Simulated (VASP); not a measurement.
# Zn: single point with PBEsol

Zn:

```
Zn
1.0
    -1.56904    1.56904    1.53766
     1.56904   -1.56904    1.53766
     1.56904    1.56904   -1.53766
Zn
1
Direct
  0.00000 0.00000 0.00000
```

```yaml
Program: VASP 6.6.1
Task: single point
Functional: PBEsol
Potentials_or_basis: VASP PAW PBE potentials, release 64 (Zn)
Cutoff: 520 eV
k_mesh: 10 × 10 × 10
Occupations: fermi-dirac, width 0.05 eV
Spin: no spin polarisation
Dipole_correction: no
Further_INCAR_settings: ALGO = Normal; EDIFF = 1e-07; NBANDS = 12
```

| Item | Value |
| --- | --- |
| Pressure | -3.6 GPa |
| Band gap on the k mesh | zero (band 6 reaches 7.05 eV, above the bottom of band 7 at 1.96 eV) |

Stress tensor (GPa, compression positive):
```
-2.97  0.00  0.00
 0.00 -2.97  0.00
 0.00  0.00 -4.81
```

Levels at points of the mesh, in eV from the Fermi level:
| k point | band 2 | band 3 | band 4 | band 5 | band 6 | band 7 | band 8 | band 9 | band 10 | band 11 |
| --- | --- | --- | --- | --- | --- | --- | --- | --- | --- | --- |
| (0.00, 0.00, 0.00) | -7.97 | -7.93 | -7.93 | -7.44 | -7.41 | 18.95 | 18.95 | 19.30 | 20.67 | 20.67 |
| (0.50, 0.00, 0.00) | -8.27 | -7.44 | -7.38 | -7.08 | -2.87 | -1.06 | 11.10 | 12.45 | 15.11 | 16.62 |
| (0.50, 0.50, 0.00) | -8.23 | -7.48 | -7.40 | -7.08 | -2.98 | -1.27 | 11.55 | 12.97 | 15.56 | 17.07 |
| (0.50, 0.50, 0.50) | -8.52 | -7.16 | -7.16 | -7.15 | 3.82 | 3.82 | 4.45 | 7.40 | 8.29 | 8.73 |

It took 18 s on 1 thread of AMD EPYC 7R13, with other jobs on the host, peak memory 0.1 GiB.

Caveat: the PAW data sets were made with another functional, which shifts forces and pressure a little.
